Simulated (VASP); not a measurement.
# Ta2C3 (P-3m1) in VASP: further runs, part 2 of 2

VASP 6.6.1. The steps go on from the part before.

### 3 Relaxation of cell and atoms, PBE

This run uses another cell than the first one, of 10.18 Å³/atom, 0.997 times its volume.

File INCAR:

```
PREC = Accurate
ENCUT = 600
EDIFF = 1E-6
ISMEAR = 0
SIGMA = 0.1
LREAL = False
LASPH = True
NELM = 100
ALGO = Normal
ISIF = 3
LWAVE = False
LCHARG = False
GGA = PE
IBRION = 2
NSW = 100
EDIFFG = -0.01
```

File KPOINTS:

```
regular mesh
0
Gamma
  12 12 6
```

File POSCAR:

```
Ta2C3
1.0
    3.0108211381      0.0000000000      0.0000000000
   -1.5054105690      2.6074475918      0.0000000000
    0.0000000000      0.0000000000      6.4819860210
Ta C
2 3
Direct
    0.3333333333      0.6666666667      0.2085157727
    0.6666666667      0.3333333333      0.7914842273
    0.0000000000      0.0000000000      0.0000000000
    0.3333333333      0.6666666667      0.5438529794
    0.6666666667      0.3333333333      0.4561470206
```

Potentials or basis: VASP PAW PBE potentials, release 64 (Ta_pv, C).

Run with:

```bash
cat potpaw_PBE.64/Ta_pv/POTCAR potpaw_PBE.64/C/POTCAR > POTCAR
mpirun -np 1 vasp_std > vasp.out
```

OUTCAR:

```text
PREC = Accurate
   ENCUT = 600
   EDIFF = 1E-6
   ISMEAR = 0
   LREAL = False
   LASPH = True
   NELM = 100
   ISIF = 3
   GGA = PE
   IBRION = 2
   NSW = 100
   EDIFFG = -0.01

 ion  position               nearest neighbor table
   1  0.333  0.667  0.209-   4 2.17   3 2.20   3 2.20   3 2.20   5 2.37   5 2.37   5 2.37   2 3.21
                             2 3.21   2 3.21
   2  0.667  0.333  0.791-   5 2.17   3 2.20   3 2.20   3 2.20   4 2.37   4 2.37   4 2.37   1 3.21
                             1 3.21   1 3.21
   3  0.000  0.000  0.000-   1 2.20   2 2.20   1 2.20   2 2.20   2 2.20   1 2.20
   4  0.333  0.667  0.544-   5 1.83   5 1.83   5 1.83   1 2.17   2 2.37   2 2.37   2 2.37
   5  0.667  0.333  0.456-   4 1.83   4 1.83   4 1.83   2 2.17   1 2.37   1 2.37   1 2.37

  LATTYP: Found a hexagonal cell.
 ALAT       =     3.0108211381
 C/A-ratio  =     2.1528964105

  Lattice vectors:

 A1 = (   3.0108211381,   0.0000000000,   0.0000000000)
 A2 = (  -1.5054105690,   2.6074475918,   0.0000000000)
 A3 = (   0.0000000000,   0.0000000000,   6.4819860210)

Analysis of symmetry for initial positions (statically):
=====================================================================
[... 188 lines left out ...]
  in kB       11.3878879     11.3878879     -0.1389422      0.0000000     -0.0000000     -0.0000000
  external PRESSURE =       7.5456112 kB  Pullay stress =       0.0000000 kB
[... 98 lines left out ...]
  FREE ENERGIE OF THE ION-ELECTRON SYSTEM (eV)
  ---------------------------------------------------
  free  energy   TOTEN  =       -49.9381796569 eV

  energy  without entropy=      -49.9315687287  energy(sigma->0) =      -49.93487419

[... ionic steps 4 to 7 ...]

--------------------------------------- Ionic step        8  -------------------------------------------

 number of electron      33.9999998 magnetization

------------------------ aborting loop because EDIFF is reached ----------------------------------------
[... 73 lines left out ...]
--------------------------------------- Ionic step       10  -------------------------------------------

 number of electron      33.9999998 magnetization

 Free energy of the ion-electron system (eV)
  ---------------------------------------------------
  ext. energy  EPLUGINS =         0.00000000
  ---------------------------------------------------
  free energy    TOTEN  =       -49.93962840 eV

  energy without entropy =      -49.93353570  energy(sigma->0) =      -49.93658205

 E-fermi :   8.3911     XC(G=0): -13.0970

 val. band max:        8.3833152711   @ k =   0.2500   0.0000   0.0000
 cond. band min:       8.3996684718   @ k =  -0.0833   0.2500   0.3333
 fundamental gap:      0.0163532007
 Fermi energy:         8.3911068914

 k-point     1 :       0.0000    0.0000    0.0000
  band No.  band energies     occupation
      1     -26.9805      2.00000
      2     -26.5896      2.00000
      3     -26.2738      2.00000
      4     -26.2738      2.00000
      5     -26.2462      2.00000
      6     -26.2462      2.00000
[... 565 lines left out ...]
     20      10.2366      0.00000
     21      10.8729      0.00000

 [... further k-points ...]
[... 5 lines left out ...]
  --------------------------------------------------------------------------------------
  -------------------------------------------------------------------------------------
  Total       -0.0073438     -0.0073438     -0.0118797     -0.0000000      0.0000000      0.0000000
  in kB       -0.2300575     -0.2300575     -0.3721556     -0.0000000      0.0000000      0.0000000
  external PRESSURE =      -0.2774235 kB  Pullay stress =       0.0000000 kB
[... 20 lines left out ...]
  FREE ENERGIE OF THE ION-ELECTRON SYSTEM (eV)
  ---------------------------------------------------
  free  energy   TOTEN  =       -49.9396283973 eV

  energy  without entropy=      -49.9335356959  energy(sigma->0) =      -49.93658205

 reached required accuracy - stopping structural energy minimisation
```

CONTCAR:

```text
Ta2C3
   1.00000000000000
     3.0260619312025359    0.0000000000002926   -0.0000000000000000
    -1.5130309655507614    2.6206465057997770    0.0000000000000000
    -0.0000000000000000    0.0000000000000000    6.4492079312534152
  Ta              C
     2     3
Direct
     0.3333333332999970    0.6666666667000030    0.2083637744057252
     0.6666666667000030    0.3333333332999970    0.7916362255942748
     0.0000000000000000    0.0000000000000000    0.0000000000000000
     0.3333333332999970    0.6666666667000030    0.5452270482091441
     0.6666666667000030    0.3333333332999970    0.4547729517908559

  0.00000000E+00  0.00000000E+00  0.00000000E+00
  0.00000000E+00  0.00000000E+00  0.00000000E+00
  0.00000000E+00  0.00000000E+00  0.00000000E+00
  0.00000000E+00  0.00000000E+00  0.00000000E+00
  0.00000000E+00  0.00000000E+00  0.00000000E+00
```

It took 4.6 min on 1 thread of Intel Xeon Platinum 8488C (Sapphire Rapids), shared host; peak memory 0.27 GiB.

Results:

```yaml
Free_energy: -49.9396 eV
Relaxed_volume: 10.23 Å³/atom
Relaxed_cell: a = 3.026 Å, b = 3.026 Å, c = 6.449 Å, α = 90.00°, β = 90.00°, γ = 120.00°
Space_group_after_relaxing_to_0.05_Å: P-3m1 (No. 164)
Energy_gained_by_relaxing: 0.5 meV/atom
Ionic_steps: 10
Pressure_after_relaxing: 0.0 GPa
Largest_force_after_relaxing: 0.006 eV/Å
Band_gap_on_the_k_mesh: zero (band 17 reaches 9.87 eV, above the bottom of band 18 at 7.40 eV)
```

Forces on the atoms (eV/Å):
```
Ta   0.000  0.000 -0.006
Ta   0.000  0.000  0.006
C    0.000  0.000  0.000
C    0.000  0.000  0.006
C    0.000  0.000 -0.006
```

The path:
| step | energy change (eV) | largest force (eV/Å) | pressure (GPa) | volume (Å³) |
| --- | --- | --- | --- | --- |
| 1 | 0.0000 | 0.0782 | 0.75 | 50.89 |
| 2 | -0.0010 | 0.0301 | -1.13 | 51.24 |
| 3 | -0.0012 | 0.0343 | -0.59 | 51.14 |
| 4 | -0.0024 | 0.0264 | -0.16 | 51.13 |
| 5 | -0.0025 | 0.0352 | 0.08 | 51.13 |
| 6 | -0.0025 | 0.0352 | 0.05 | 51.13 |
| 7 | -0.0025 | 0.0321 | -0.06 | 51.13 |
| 8 | -0.0025 | 0.0342 | 0.03 | 51.13 |
| 9 | -0.0026 | 0.0123 | 0.00 | 51.14 |
| 10 | -0.0026 | 0.0064 | -0.03 | 51.14 |

Final structure:
```
Ta C
1.0
     3.02606    0.00000    0.00000
    -1.51303    2.62065    0.00000
     0.00000    0.00000    6.44921
Ta C
2 3
Direct
  0.33333 0.66667 0.20836
  0.66667 0.33333 0.79164
  0.00000 0.00000 0.00000
  0.33333 0.66667 0.54523
  0.66667 0.33333 0.45477
```

Caveat: spin-orbit coupling is left out, which moves the levels of the heavy elements.

### 4 Single point, PBE

File INCAR:

```
SYSTEM = Ta2C3
PREC     = Accurate       ! precision mode
ENCUT    = 520            ! plane-wave cutoff, eV
EDIFF    = 1E-6           ! SCF threshold, eV
ISMEAR   = 0              ! smearing method
SIGMA    = 0.1            ! smearing width, eV
LREAL    = .False.        ! projectors in reciprocal space
LASPH    = .True.         ! aspherical terms in the spheres
NELM     = 100            ! most SCF steps
ALGO     = Normal         ! electronic algorithm
ISIF     = 2              ! what is computed and relaxed
LWAVE    = .False.        ! write WAVECAR
LCHARG   = .False.        ! write CHGCAR
GGA      = PE             ! functional
NBANDS   = 25             ! bands
```

File KPOINTS:

```
regular mesh
0
Gamma
  12 12 4
  0 0 0
```

File POSCAR:

```
Ta2C3
1.0
    3.0250637760      0.0000000000      0.0000000000
   -1.5125318880      2.6197820781      0.0000000000
    0.0000000000      0.0000000000      6.4414230442
Ta C
2 3
Direct
    0.3333333333      0.6666666667      0.2083520802
    0.6666666667      0.3333333333      0.7916479198
    0.0000000000      1.0000000000      0.0000000000
    0.3333333333      0.6666666667      0.5453293478
    0.6666666667      0.3333333333      0.4546706522
```

Run with:

```bash
cat potpaw_PBE.64/Ta_pv/POTCAR potpaw_PBE.64/C/POTCAR > POTCAR
mpirun -np 1 vasp_std > vasp.out
```

Wall time 42 s (1 thread of Intel Xeon Platinum 8488C (Sapphire Rapids), shared host); peak memory 0.22 GiB.

The run converged. Its results:

| Quantity | Value |
| --- | --- |
| Free energy | -49.9424 eV |
| Pressure | 0.7 GPa |
| Largest force | 0.020 eV/Å |
| Band gap on the k mesh | zero (band 17 reaches 9.90 eV, above the bottom of band 18 at 7.59 eV) |

Forces on the atoms (eV/Å):
```
Ta   0.000  0.000 -0.020
Ta   0.000  0.000  0.020
C    0.000  0.000  0.000
C    0.000  0.000 -0.014
C    0.000  0.000  0.014
```

Stress tensor (GPa, compression positive):
```
0.60 0.00 0.00
0.00 0.60 0.00
0.00 0.00 0.85
```

Levels at points of the mesh, in eV from the Fermi level:
```csv
k point,band 13,band 14,band 15,band 16,band 17,band 18,band 19,band 20,band 21,band 22
"(0.00, 0.00, 0.00)",-4.67,-3.75,-3.75,-1.63,-0.37,-0.37,0.74,0.74,2.71,2.94
"(0.50, 0.00, 0.00)",-6.07,-4.10,-3.65,-3.12,0.23,0.97,1.15,4.14,4.16,4.55
"(0.00, 0.00, 0.50)",-3.37,-2.63,-2.63,-1.31,-1.31,-0.64,1.24,1.24,1.35,1.95
"(0.50, 0.00, 0.50)",-5.15,-4.05,-3.87,-3.82,-1.68,3.17,3.33,4.03,4.20,4.60
```

Caveat: spin-orbit coupling is left out, which moves the levels of the heavy elements.

### 5 Single point, PBE

File INCAR:

```
PREC = Accurate
ENCUT = 600
EDIFF = 1E-6
ISMEAR = 0
SIGMA = 0.1
LREAL = F
LASPH = T
NELM = 120
ALGO = Normal
ISIF = 2
LWAVE = F
LCHARG = T
GGA = PE
LELF = T
LVHAR = T
NBANDS = 27
GGA_COMPAT = F
```

File KPOINTS:

```
regular mesh
0
Gamma
  12 12 4
```

POSCAR is that of step 4.

Potentials or basis: VASP PAW PBE potentials, release 64 (Ta_sv_GW, C).

Run with:

```bash
cat potpaw_PBE.64/Ta_sv_GW/POTCAR potpaw_PBE.64/C/POTCAR > POTCAR
mpirun -np 1 vasp_std > vasp.out
```

It took 1.9 min on 1 thread of Intel Xeon Platinum 8488C (Sapphire Rapids), shared host; peak memory 0.26 GiB.

Results (log left out):

```yaml
Free_energy: -54.9816 eV
Pressure: 0.1 GPa
Largest_force: 0.022 eV/Å
Band_gap_on_the_k_mesh: zero (band 19 reaches 13.44 eV, above the bottom of band 20 at 11.14 eV)
```

Forces on the atoms (eV/Å):
```
Ta   0.000  0.000 -0.022
Ta   0.000  0.000  0.022
C    0.000  0.000  0.000
C    0.000  0.000 -0.013
C    0.000  0.000  0.013
```

Stress tensor (GPa, compression positive):
```
0.02 0.00 0.00
0.00 0.02 0.00
0.00 0.00 0.11
```

Levels at points of the mesh, in eV from the Fermi level:
| k point | band 16 | band 17 | band 18 | band 19 | band 20 | band 21 | band 22 | band 23 |
| --- | --- | --- | --- | --- | --- | --- | --- | --- |
| (0.00, 0.00, 0.00) | -3.75 | -3.75 | -1.63 | -0.36 | -0.36 | 0.74 | 0.74 | 2.69 |
| (0.50, 0.00, 0.00) | -4.09 | -3.64 | -3.12 | 0.23 | 0.97 | 1.15 | 4.15 | 4.17 |
| (0.00, 0.00, 0.50) | -2.63 | -2.63 | -1.30 | -1.30 | -0.65 | 1.24 | 1.24 | 1.34 |
| (0.50, 0.00, 0.50) | -4.05 | -3.87 | -3.81 | -1.68 | 3.16 | 3.33 | 4.03 | 4.21 |

Caveat: spin-orbit coupling is left out, which moves the levels of the heavy elements.

### 6 The runs side by side

```csv
task,potentials or basis,cell,k mesh,cutoff (eV),second run,gap on the mesh (eV),pressure (GPa),largest force (eV/Å)
single point,"VASP PAW PBE potentials, release 64 (Ta_pv, C)","a = 3.025, b = 3.025, c = 6.441 Å, angles 90.0, 90.0, 120.0°, 5 atoms",12 × 12 × 6,520,-,none,0.7,0.01
relaxation of cell and atoms,"VASP PAW PBE potentials, release 64 (Ta_pv, C)","relaxed from a = 3.011, b = 3.011, c = 6.482 Å, angles 90.0, 90.0, 120.0°, 5 atoms",12 × 12 × 6,600,-,none,0.0,0.01
single point,"VASP PAW PBE potentials, release 64 (Ta_pv, C)","a = 3.025, b = 3.025, c = 6.441 Å, angles 90.0, 90.0, 120.0°, 5 atoms",12 × 12 × 4,520,-,none,0.7,0.02
single point,"VASP PAW PBE potentials, release 64 (Ta_sv_GW, C)","a = 3.025, b = 3.025, c = 6.441 Å, angles 90.0, 90.0, 120.0°, 5 atoms",12 × 12 × 4,600,valence_matched,none,0.1,0.02
```

Alike in all rows: level PBE; no spin polarisation; smearing gaussian 0.1 eV.

Caveats: spin-orbit coupling is left out, which moves the levels of the heavy elements.

Total energies depend on the potentials used, so only differences within one code and one set of settings carry meaning.
